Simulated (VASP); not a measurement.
A run of VASP 6.6.1:

File INCAR:

```
ALGO = Normal
EDIFF = 1E-6
ENCUT = 520
GGA = PE
ISIF = 2
ISMEAR = 0
LASPH = True
LCHARG = False
LREAL = False
LWAVE = False
NBANDS = 24
NELM = 80
PREC = Accurate
SIGMA = 0.01
```

KPOINTS

```
k-points
0
Gamma
  6 6 6
```

The input POSCAR:

```
K2ICl
1.0
    2.3648539346      1.3653490557      7.8020500070
   -2.3648539346      1.3653490557      7.8020500070
    0.0000000000     -2.7306981115      7.8020500070
Cl I K
1 1 2
Direct
    1.0000000000      0.0000000000      0.0000000000
    0.5000000000      0.5000000000      0.5000000000
    0.2593657158      0.2593657158      0.2593657158
    0.7406342842      0.7406342842      0.7406342842
```

Potentials or basis: VASP PAW PBE potentials, release 64 (Cl, I, K_sv).

Run with:

```sh
$ cat potpaw_PBE.64/Cl/POTCAR potpaw_PBE.64/I/POTCAR potpaw_PBE.64/K_sv/POTCAR > POTCAR
$ mpirun -np 1 vasp_std > vasp.out
```

Hardware: 1 thread of Intel(R) Xeon(R) Platinum 8488C (Sapphire Rapids) (shared host).

Problem. Estimate the wall time of this run.

Solution. Run time: 3.5 min on 1 thread of Intel(R) Xeon(R) Platinum 8488C (Sapphire Rapids) (shared host), peak memory 0.59 GiB. Counts: scf iterations 14, k points 32.
